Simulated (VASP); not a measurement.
# ZnBi3 (Pm-3m) in VASP: notebook

Runs on ZnBi3. Level: PBEsol. Tasks: single point.

Everything below comes from runs of VASP 6.6.1. Logs are shortened: lines on timing, memory, paths and dates and some standing lists are left out, and cuts for length are marked.

### Step 1. The cell of the first run

It takes space group Pm-3m (No. 221, cubic). Conventional cell: a = 4.873 Å, b = 4.873 Å, c = 4.873 Å, α = 90.00°, β = 90.00°, γ = 90.00°. Zn (site symmetry m-3m) has 12 Bi at 3.45 Å within 4.5 Å. Bi (site symmetry 4/mmm) has 4 Zn at 3.45 Å and 8 Bi at 3.45 Å within 4.5 Å.

### Step 2. Single point, PBEsol

INCAR

```
ALGO = Normal ; EDIFF = 1E-6
ENCUT = 500 ; GGA = PS
GGA_COMPAT = False ; ISIF = 2
ISMEAR = 1 ; LASPH = True
LCHARG = False ; LREAL = False
LWAVE = False ; NBANDS = 36
NELM = 120 ; PREC = Accurate
SIGMA = 0.1
```

KPOINTS

```
k-points
0
Gamma
  5 5 5
```

POSCAR

```
ZnBi3
1.0
    4.8731640000      0.0000000000      0.0000000000
    0.0000000000      4.8731640000      0.0000000000
    0.0000000000      0.0000000000      4.8731640000
Zn Bi
1 3
Direct
    0.0000000000      0.0000000000      0.0000000000
    0.0000000000      0.5000000000      0.5000000000
    0.5000000000      0.0000000000      0.5000000000
    0.5000000000      0.5000000000      0.0000000000
```

Potentials or basis: VASP PAW PBE potentials, release 64 (Zn, Bi_d).

On the command line:

```console
cat potpaw_PBE.64/Zn/POTCAR potpaw_PBE.64/Bi_d/POTCAR > POTCAR
mpirun -np 1 vasp_std > vasp.out
```

OUTCAR:

```text
EDIFF = 1E-6
   ENCUT = 500
   GGA = PS
   ISIF = 2
   ISMEAR = 1
   LASPH = True
   LREAL = False
   NELM = 120
   PREC = Accurate

 ion  position               nearest neighbor table
   1  0.000  0.000  0.000-   2 3.45   3 3.45   4 3.45   2 3.45   3 3.45   2 3.45   4 3.45   2 3.45
                             3 3.45   4 3.45   3 3.45   4 3.45
   2  0.000  0.500  0.500-   1 3.45   3 3.45   4 3.45   1 3.45   4 3.45   1 3.45   3 3.45   1 3.45
                             3 3.45   4 3.45   4 3.45   3 3.45
   3  0.500  0.000  0.500-   1 3.45   2 3.45   4 3.45   1 3.45   4 3.45   2 3.45   4 3.45   4 3.45
                             1 3.45   2 3.45   1 3.45   2 3.45
   4  0.500  0.500  0.000-   1 3.45   2 3.45   3 3.45   2 3.45   3 3.45   1 3.45   3 3.45   3 3.45
                             1 3.45   2 3.45   2 3.45   1 3.45

  LATTYP: Found a simple cubic cell.
 ALAT       =     4.8731640000

  Lattice vectors:

 A1 = (   4.8731640000,   0.0000000000,   0.0000000000)
 A2 = (   0.0000000000,   4.8731640000,   0.0000000000)
 A3 = (   0.0000000000,   0.0000000000,   4.8731640000)

Analysis of symmetry for initial positions (statically):
=====================================================================
 Subroutine PRICEL returns:
 Original cell was already a primitive cell.

 Routine SETGRP: Setting up the symmetry group for a
 simple cubic supercell.

 Subroutine GETGRP returns: Found 48 space group operations
 (whereof 48 operations were pure point group operations)
 out of a pool of 48 trial point group operations.

The static configuration has the point symmetry O_h .

Analysis of symmetry for dynamics (positions and initial velocities):
=====================================================================
 Subroutine PRICEL returns:
 Original cell was already a primitive cell.

 Routine SETGRP: Setting up the symmetry group for a
 simple cubic supercell.

 Subroutine GETGRP returns: Found 48 space group operations
 (whereof 48 operations were pure point group operations)
 out of a pool of 48 trial point group operations.

The dynamic configuration has the point symmetry O_h .

 Subroutine INISYM returns: Found 48 space group operations
 (whereof 48 operations are pure point group operations),
 and found     1 'primitive' translations

----------------------------------------------------------------------------------------

                                     Primitive cell

  volume of cell :     115.7266

  direct lattice vectors                    reciprocal lattice vectors
     4.873164000  0.000000000  0.000000000     0.205205489  0.000000000  0.000000000
     0.000000000  4.873164000  0.000000000     0.000000000  0.205205489  0.000000000
     0.000000000  0.000000000  4.873164000     0.000000000  0.000000000  0.205205489

  length of vectors
     4.873164000  4.873164000  4.873164000     0.205205489  0.205205489  0.205205489

  position of ions in fractional coordinates (direct lattice)
     0.000000000  0.000000000  0.000000000
     0.000000000  0.500000000  0.500000000
     0.500000000  0.000000000  0.500000000
     0.500000000  0.500000000  0.000000000

  ion indices of the primitive-cell ions
   primitive index   ion index
                 1           1
                 2           2
                 3           3
                 4           4

----------------------------------------------------------------------------------------

 KPOINTS: k-points

Automatic generation of k-mesh.
 Grid dimensions read from file:
 generate k-points for:    5    5    5

 Generating k-lattice:

  Cartesian coordinates                     Fractional coordinates (reciprocal lattice)
     0.041041098  0.000000000  0.000000000     0.200000000  0.000000000  0.000000000
     0.000000000  0.041041098  0.000000000     0.000000000  0.200000000  0.000000000
     0.000000000  0.000000000  0.041041098     0.000000000  0.000000000  0.200000000

  Length of vectors
     0.041041098  0.041041098  0.041041098

  Shift w.r.t. Gamma in fractional coordinates (k-lattice)
     0.000000000  0.000000000  0.000000000

 Subroutine IBZKPT returns following result:
 ===========================================

 Found     10 irreducible k-points:

 Following reciprocal coordinates:
            Coordinates               Weight
  0.000000  0.000000  0.000000      1.000000
  0.200000  0.000000  0.000000      6.000000
  0.400000  0.000000  0.000000      6.000000
  0.200000  0.200000  0.000000     12.000000
  0.400000  0.200000  0.000000     24.000000
  0.400000  0.400000  0.000000     12.000000
  0.200000  0.200000  0.200000      8.000000
  0.400000  0.200000  0.200000     24.000000
  0.400000  0.400000  0.200000     24.000000
  0.400000  0.400000  0.400000      8.000000
   k-points           NKPTS =     10   k-points in BZ     NKDIM =     10   number of bands    NBANDS=     36
   number of dos      NEDOS =    301   number of ions     NIONS =      4
   total plane-waves  NPLWV =  46656
   dimension x,y,z NGX =    36 NGY =   36 NGZ =   36
   dimension x,y,z NGXF=    72 NGYF=   72 NGZF=   72
   ions per type =               1   3
   NGX,Y,Z   is equivalent  to a cutoff of  12.28, 12.28, 12.28 a.u.
   NGXF,Y,Z  is equivalent  to a cutoff of  24.56, 24.56, 24.56 a.u.
 SYSTEM =  unknown system
   PREC   = accura    normal or accurate (medium, high low for compatibility)
   ISTART =      0    job   : 0-new  1-cont  2-samecut
   ICHARG =      2    charge: 1-file 2-atom 10-const
   ISPIN  =      1    spin polarized calculation?
   LNONCOLLINEAR =      F non collinear calculations
   LSORBIT =      F    spin-orbit coupling
   LASPH  =      T    aspherical Exc in radial PAW
   ENCUT  =  500.0 eV  36.75 Ry    6.06 a.u.   8.88  8.88  8.88*2*pi/ulx,y,z
   NELM   =    120;   NELMIN=  2; NELMDL= -5     # of ELM steps
   EDIFF  = 0.1E-05   stopping-criterion for ELM
   LREAL  =      F    real-space projection
   EDIFFG = 0.1E-04   stopping-criterion for IOM
   NSW    =      0    number of steps for IOM
   IBRION =     -1    ionic relax: 0-MD 1-quasi-New 2-CG
   NFREE  =      0    steps in history (QN), initial steepest desc. (CG)
   ISIF   =      2    stress and relaxation
   ISYM   =      2    0-nonsym 1-usesym 2-fastsym
   POTIM  = 0.5000    time-step for ionic-motion
   TEBEG  =    0.0;   TEEND  =   0.0 temperature during run
   PSTRESS=    0.0 pullay stress
   NELECT =      57.0000    total number of electrons
   NUPDOWN=      -1.0000    fix difference up-down
   EMIN   =  10.00;   EMAX   =-10.00  energy-range for DOS
   EFERMI =   0.00;   METHOD = LEGACY
   ISMEAR =     1;   SIGMA  =   0.10  broadening in eV -4-tet -1-fermi 0-gaus
   EFERMI_NEDOS =   21; number of points for ismear=-14 and -15
   IALGO  =     38    algorithm
   IMIX   =      4    mixing-type and parameters
     AMIX     =   0.40;   BMIX     =  1.00
     AMIX_MAG =   1.60;   BMIX_MAG =  1.00
  volume/ion in A,a.u.               =      28.93       195.24
  Fermi-wavevector in a.u.,A,eV,Ry     =   1.292872  2.443173 22.742372  1.671517
  Thomas-Fermi vector in A             =   2.424553
   LORBIT       =      0    0 simple, 1 ext, 2 COOP (PROOUT), +10 PAW based schemes
   GGA     = PS    functional components
   LHFCALC =     F    Hartree Fock is set to
   AEXX    =    0.0000 exact exchange contribution
   IVDW    =     0    specifies the selected vdW correction
   LEPSILON=     F    determine dielectric tensor
   LRPA    =     F    only Hartree local field effects (RPA)
 non-spin polarized calculation
 Methfessel and Paxton  Order N= 1 SIGMA  =   0.10
  energy-cutoff  :      500.00
  volume of cell :      115.73
 maximum number of plane-waves:      2952
 NGX is ok and might be reduce to    36
   NGX = 17   NGY = 17   NGZ = 17

 number of electron      57.0000006 magnetization

 Free energy of the ion-electron system (eV)
  ---------------------------------------------------
  ext. energy  EPLUGINS =         0.00000000
  ---------------------------------------------------
  free energy    TOTEN  =       -13.74371358 eV

  energy without entropy =      -13.74825382  energy(sigma->0) =      -13.74522699

 E-fermi :   6.5819     XC(G=0): -10.3130

 val. band max:        6.4535951385   @ k =   0.4000   0.4000   0.0000
 cond. band min:       6.6262110725   @ k =   0.2000   0.2000   0.0000
 fundamental gap:      0.1726159340
 Fermi energy:         6.5819083488

 k-point     1 :       0.0000    0.0000    0.0000
  band No.  band energies     occupation
      1     -16.6146      2.00000
      2     -16.6146      2.00000
      3     -16.6146      2.00000
      4     -16.5846      2.00000
      5     -16.5244      2.00000
      6     -16.5244      2.00000
[... 28 lines left out ...]
     35      11.5241      0.00000
     36      11.5241      0.00000

 k-point     2 :       0.2000    0.0000    0.0000
  band No.  band energies     occupation
      1     -16.6119      2.00000
      2     -16.5911      2.00000
      3     -16.5911      2.00000
      4     -16.5707      2.00000
      5     -16.5230      2.00000
      6     -16.5118      2.00000
[... 28 lines left out ...]
     35      12.5404      0.00000
     36      12.7387      0.00000

 k-point     3 :       0.4000    0.0000    0.0000
  band No.  band energies     occupation
      1     -16.6073      2.00000
      2     -16.5399      2.00000
      3     -16.5296      2.00000
      4     -16.5296      2.00000
      5     -16.5199      2.00000
      6     -16.4831      2.00000
[... 28 lines left out ...]
     35      11.5179      0.00000
     36      11.5179      0.00000

 k-point     4 :       0.2000    0.2000    0.0000
  band No.  band energies     occupation
      1     -16.5940      2.00000
      2     -16.5831      2.00000
      3     -16.5817      2.00000
      4     -16.5540      2.00000
      5     -16.5169      2.00000
      6     -16.5016      2.00000
[... 28 lines left out ...]
     35      11.6802      0.00000
     36      12.3652      0.00000

 k-point     5 :       0.4000    0.2000    0.0000
  band No.  band energies     occupation
      1     -16.5857      2.00000
      2     -16.5505      2.00000
      3     -16.5264      2.00000
      4     -16.5216      2.00000
      5     -16.5166      2.00000
      6     -16.4818      2.00000
[... 28 lines left out ...]
     35      10.3564      0.00000
     36      12.2805      0.00000

 k-point     6 :       0.4000    0.4000    0.0000
  band No.  band energies     occupation
      1     -16.5532      2.00000
      2     -16.5383      2.00000
      3     -16.5365      2.00000
      4     -16.5099      2.00000
      5     -16.4965      2.00000
      6     -16.4948      2.00000
[... 28 lines left out ...]
     35      11.1200      0.00000
     36      12.8186      0.00000

 k-point     7 :       0.2000    0.2000    0.2000
  band No.  band energies     occupation
      1     -16.5880      2.00000
      2     -16.5734      2.00000
      3     -16.5734      2.00000
      4     -16.5391      2.00000
      5     -16.5003      2.00000
      6     -16.5003      2.00000
[... 28 lines left out ...]
     35      12.5709      0.00000
     36      12.5728      0.00000

 k-point     8 :       0.4000    0.2000    0.2000
  band No.  band energies     occupation
      1     -16.5765      2.00000
      2     -16.5499      2.00000
      3     -16.5413      2.00000
      4     -16.5113      2.00000
      5     -16.5079      2.00000
      6     -16.4915      2.00000
[... 28 lines left out ...]
     35      11.8520      0.00000
     36      12.0212      0.00000

 k-point     9 :       0.4000    0.4000    0.2000
  band No.  band energies     occupation
      1     -16.5549      2.00000
      2     -16.5470      2.00000
      3     -16.5388      2.00000
      4     -16.5315      2.00000
      5     -16.5101      2.00000
      6     -16.4982      2.00000
[... 28 lines left out ...]
     35      11.6191      0.00000
     36      12.7760      0.00000

 k-point    10 :       0.4000    0.4000    0.4000
  band No.  band energies     occupation
      1     -16.5561      2.00000
      2     -16.5482      2.00000
      3     -16.5482      2.00000
      4     -16.5352      2.00000
      5     -16.5352      2.00000
      6     -16.5288      2.00000
[... 28 lines left out ...]
     35      12.9448      0.00000
     36      12.9448      0.00000

------------------------ aborting loop because EDIFF is reached ----------------------------------------

  FORCE on cell =-STRESS in cart. coord.  units (eV):
  Direction    XX          YY          ZZ          XY          YZ          ZX
  --------------------------------------------------------------------------------------
  -------------------------------------------------------------------------------------
  Total       -2.0693960     -2.0693960     -2.0693960     -0.0000000     -0.0000000      0.0000000
  in kB      -28.6497672    -28.6497672    -28.6497672     -0.0000000     -0.0000000      0.0000000
  external PRESSURE =     -28.6497672 kB  Pullay stress =       0.0000000 kB

 VOLUME and BASIS-vectors are now :
 -----------------------------------------------------------------------------
  energy-cutoff  :      500.00
  volume of cell :      115.73
      direct lattice vectors                 reciprocal lattice vectors
     4.873164000  0.000000000  0.000000000     0.205205489  0.000000000  0.000000000
     0.000000000  4.873164000  0.000000000     0.000000000  0.205205489  0.000000000
     0.000000000  0.000000000  4.873164000     0.000000000  0.000000000  0.205205489

 POSITION                                       TOTAL-FORCE (eV/Angst)
 -----------------------------------------------------------------------------------
      0.00000      0.00000      0.00000         0.000000      0.000000      0.000000
      0.00000      2.43658      2.43658         0.000000      0.000000      0.000000
      2.43658      0.00000      2.43658         0.000000      0.000000      0.000000
      2.43658      2.43658      0.00000         0.000000      0.000000      0.000000
 -----------------------------------------------------------------------------------
    total drift:                                0.000000      0.000000      0.000000

  FREE ENERGIE OF THE ION-ELECTRON SYSTEM (eV)
  ---------------------------------------------------
  free  energy   TOTEN  =       -13.7437135794 eV

  energy  without entropy=      -13.7482538209  energy(sigma->0) =      -13.74522699
```

Run time: 38 s. Hardware: 1 thread of Intel Xeon Platinum 8375C at 2.90GHz (Ice Lake), shared host; peak memory 0.2 GiB.

What came out:

```yaml
Free_energy: -13.7437 eV
Pressure: -2.9 GPa
```

Levels at points of the mesh, in eV from the Fermi level:
| k point | band 24 | band 25 | band 26 | band 27 | band 28 | band 29 | band 30 | band 31 | band 32 | band 33 |
| --- | --- | --- | --- | --- | --- | --- | --- | --- | --- | --- |
| (0.00, 0.00, 0.00) | -4.09 | -4.09 | -4.09 | -2.55 | 0.70 | 0.70 | 0.70 | 2.06 | 2.06 | 2.06 |

Caveat: the PAW data sets were made with another functional, which shifts forces and pressure a little; spin-orbit coupling is left out, which moves the levels of the heavy elements.

### Step 3. Single point, PBEsol

INCAR

```
PREC = Accurate
ENCUT = 500
EDIFF = 1E-6
ISMEAR = 1
SIGMA = 0.05
LREAL = F
LASPH = T
NELM = 120
ALGO = Normal
ISIF = 2
LWAVE = F
LCHARG = F
GGA = PS
NBANDS = 36
GGA_COMPAT = F
```

KPOINTS

```
Automatic mesh
0
Gamma
  5 5 5
```

POSCAR is that of step 2.

Potentials or basis: VASP PAW PBE potentials, release 64 (Zn, Bi_d).

On the command line:

```console
cat potpaw_PBE.64/Zn/POTCAR potpaw_PBE.64/Bi_d/POTCAR > POTCAR
mpirun -np 1 vasp_std > vasp.out
```

Wall time 32 s (1 thread of Intel Xeon Platinum 8375C at 2.90GHz (Ice Lake), shared host); peak memory 0.21 GiB.

Results (log left out):

- Free energy: -13.7456 eV
- Pressure: -2.9 GPa

Levels at points of the mesh, in eV from the Fermi level:
| k point | band 26 | band 27 | band 28 | band 29 | band 30 | band 31 |
| --- | --- | --- | --- | --- | --- | --- |
| (0.00, 0.00, 0.00) | -4.11 | -2.57 | 0.68 | 0.68 | 0.68 | 2.04 |

Caveat: the PAW data sets were made with another functional, which shifts forces and pressure a little; spin-orbit coupling is left out, which moves the levels of the heavy elements.

### Step 4. Single point, PBEsol

INCAR

```
PREC = Accurate
ENCUT = 500
EDIFF = 1E-6
ISMEAR = 1
SIGMA = 0.025
LREAL = False
LASPH = True
NELM = 120
ALGO = Normal
ISIF = 2
LWAVE = False
LCHARG = True
GGA = PS
LELF = True
LVHAR = True
NBANDS = 36
GGA_COMPAT = False
```

KPOINTS is that of step 3.

POSCAR is that of step 3.

On the command line:

```console
cat potpaw_PBE.64/Zn/POTCAR potpaw_PBE.64/Bi_d/POTCAR > POTCAR
mpirun -np 1 vasp_std > vasp.out
```

It took 33 s on 1 thread of Intel Xeon Platinum 8375C at 2.90GHz (Ice Lake), shared host; peak memory 0.2 GiB.

It converged, with:

| Item | Value |
| --- | --- |
| Free energy | -13.7457 eV |
| Pressure | -2.8 GPa |

Levels at points of the mesh, in eV from the Fermi level:
| k point | band 25 | band 26 | band 27 | band 28 | band 29 | band 30 | band 31 | band 32 |
| --- | --- | --- | --- | --- | --- | --- | --- | --- |
| (0.00, 0.00, 0.00) | -4.12 | -4.12 | -2.58 | 0.67 | 0.67 | 0.67 | 2.03 | 2.03 |

Caveat: the PAW data sets were made with another functional, which shifts forces and pressure a little; spin-orbit coupling is left out, which moves the levels of the heavy elements.

### Step 5. Overview

```csv
smearing,gap on the mesh (eV),pressure (GPa)
methfessel-paxton 0.1 eV,none,-2.9
methfessel-paxton 0.05 eV,none,-2.9
methfessel-paxton 0.025 eV,none,-2.8
```

Alike in all rows: task single point; level PBEsol; potentials or basis VASP PAW PBE potentials, release 64 (Zn, Bi_d); no spin polarisation; cell as given; k mesh 5 × 5 × 5; cutoff (eV) 500.

Every run on the cell as given and a fine mesh finds a metal.

Caveats: the PAW data sets were made with another functional, which shifts forces and pressure a little; spin-orbit coupling is left out, which moves the levels of the heavy elements.

Absolute energies hang on the potentials; compare differences alone.
